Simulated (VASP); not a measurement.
Here is a VASP 6.6.1 calculation.

Contents of INCAR:

```
SYSTEM = BP2
PREC = Accurate
ENCUT = 500
EDIFF = 1E-6
ISMEAR = 0
SIGMA = 0.2
LREAL = .FALSE.
LASPH = .TRUE.
NELM = 120
ALGO = Normal
ISIF = 2
LWAVE = .FALSE.
LCHARG = .TRUE.
GGA = PE
LELF = .TRUE.
LVHAR = .TRUE.
NBANDS = 14
GGA_COMPAT = .FALSE.
```

Contents of KPOINTS:

```
Automatic mesh
0
G
  6 6 4
  0 0 0
```

File POSCAR:

```
BP2
1.0
    3.1241483475      0.0000000000      0.0000000000
    0.0000000000      3.1241483475      0.0000000000
    0.0000000000      0.0000000000      4.4080846701
B P
1 2
Direct
    0.0000000000      0.0000000000      0.5000000000
    0.5000000000      0.0000000000      0.7589002260
    0.0000000000      0.5000000000      0.2410997740
```

Potentials or basis: VASP PAW PBE potentials, release 64 (B, P).

Run with:

```sh
$ cat potpaw_PBE.64/B/POTCAR potpaw_PBE.64/P/POTCAR > POTCAR
$ mpirun -np 1 vasp_std > vasp.out
```

(1) Estimate the band gap on the k mesh.

(2) Predict the pressure.

Answers

(1) zero (an odd number of electrons rules out a gap without spin polarisation).

(2) -0.7 GPa.
